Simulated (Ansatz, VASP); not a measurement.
## In2SnTe2: VASP beside Ansatz

```
In Sn Te
1.0
     5.03851    0.00000    0.00000
     0.00000    5.03851    0.00000
     0.00000    0.00000    6.97454
In Sn Te
2 1 2
Direct
  0.00000 0.00000 0.69245
  0.00000 0.00000 0.30755
  0.50000 0.50000 0.50000
  0.00000 0.00000 0.00000
  0.50000 0.50000 0.00000
```

Alike in both runs: task relaxation of cell and atoms; functional PBE; k mesh 4 × 4 × 4; occupations gaussian, width 0.1 eV; no spin polarisation.

|  | VASP | Ansatz |
| --- | --- | --- |
| version | VASP 6.6.1 | Ansatz 0.2.0 |
| potentials or method | VASP PAW PBE potentials, release 64 (In_d, Sn_d, Te), cutoff 600 eV | scalar-relativistic, plane waves, PAW |
| valence electrons in the cell | 52 | 72 |

|  | VASP | Ansatz | Ansatz less VASP |
| --- | --- | --- | --- |
| gap on the k mesh at the Fermi level, each at its own relaxed structure (eV) | none | none | - |
| relaxed volume (Å³/atom) | 34.09 | 34.25 | +0.170 |
| relaxed cell length with the largest relative difference (Å) | 9.208 | 9.245 | +0.0376 |

A gap of «none» marks a metal or a gap that the smearing closes. VASP's potentials hold 52 valence electrons a cell and Ansatz's 72, so a difference there can come from the potentials and not from the codes.

Neither program's run includes spin-orbit coupling.
